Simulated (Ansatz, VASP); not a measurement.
# PtS2 in VASP and in Ansatz

Contents of INCAR:

```
PREC = Accurate
ENCUT = 520
EDIFF = 1E-6
ISMEAR = -1
SIGMA = 0.05
LREAL = F
LASPH = T
NELM = 100
ALGO = Normal
ISIF = 2
LWAVE = F
LCHARG = F
GGA = PS
NBANDS = 18
```

File KPOINTS:

```
Automatic mesh
0
Gamma
  7 7 4
```

The input POSCAR:

```
PtS2
1.0
    3.5432000000      0.0000000000      0.0000000000
   -1.7716000000      3.0685012107      0.0000000000
    0.0000000000      0.0000000000      5.0388000000
Pt S
1 2
Direct
    0.0000000000      0.0000000000      0.0000000000
    0.6666666667      0.3333333333      0.7730000000
    0.3333333333      0.6666666667      0.2270000000
```

The input input.yaml:

```yaml
crystal:
  lattice:
    - [3.5432, 0.0, 0.0]
    - [-1.7716, 3.0685012107, 0.0]
    - [0.0, 0.0, 5.0388]
  atoms:
    - { symbol: Pt, position: [0.0, 0.0, 0.0] }
    - { symbol: S, position: [0.6666666667, 0.3333333333, 0.773] }
    - { symbol: S, position: [0.3333333333, 0.6666666667, 0.227] }
kpoints:
  mp_grid: { grid: [7, 7, 4] }
  band_path:
    path:
      - [0.0, 0.0, 0.0]
      - [0.5, 0.0, 0.0]
      - [0.3333333333, 0.3333333333, 0.0]
      - [0.0, 0.0, 0.0]
      - [0.0, 0.0, 0.5]
      - [0.5, 0.0, 0.5]
      - [0.3333333333, 0.3333333333, 0.5]
      - [0.0, 0.0, 0.5]
    npoints: 6
scf:
  occupations: { method: fermi_dirac, width: 0.05 }
hamiltonian:
  xc: pbesol
  pseudopotentials: { kind: all_electron, lapw: { basis_error: 0.002 } }
output:
  forces: true
  stress: true
  eigenvalues: true
```

Alike in both runs: functional PBEsol; k mesh 7 × 7 × 4; occupations fermi-dirac, width 0.05 eV; no spin polarisation.

|  | VASP | Ansatz |
| --- | --- | --- |
| version | VASP 6.6.1 | Ansatz 0.2.0 |
| potentials or method | VASP PAW PBE potentials, release 64 (Pt, S), cutoff 520 eV | all-electron LAPW, scalar-relativistic |
| task | single point | band structure |

|  | VASP | Ansatz | Ansatz less VASP |
| --- | --- | --- | --- |
| gap on the k mesh at the Fermi level (eV) | 0.78 | 0.77 | -0.005 |
| least direct gap on the mesh (eV) | 0.95 | 0.94 | -0.008 |
| pressure (GPa) | 6.1 | 6.4 | +0.31 |
| traceless stress, the component that is largest in VASP (GPa) | -0.35 | -0.49 | -0.148 |
| rms of the force components (eV/Å) | 0.438 | 0.448 | +0.0097 |

VASP's potentials were made for PBE, not for PBEsol. Atom by atom the forces differ by 0.010 eV/Å (rms over components). Ansatz ran all-electron here, and VASP with PAW potentials.

Spin-orbit coupling is off throughout.
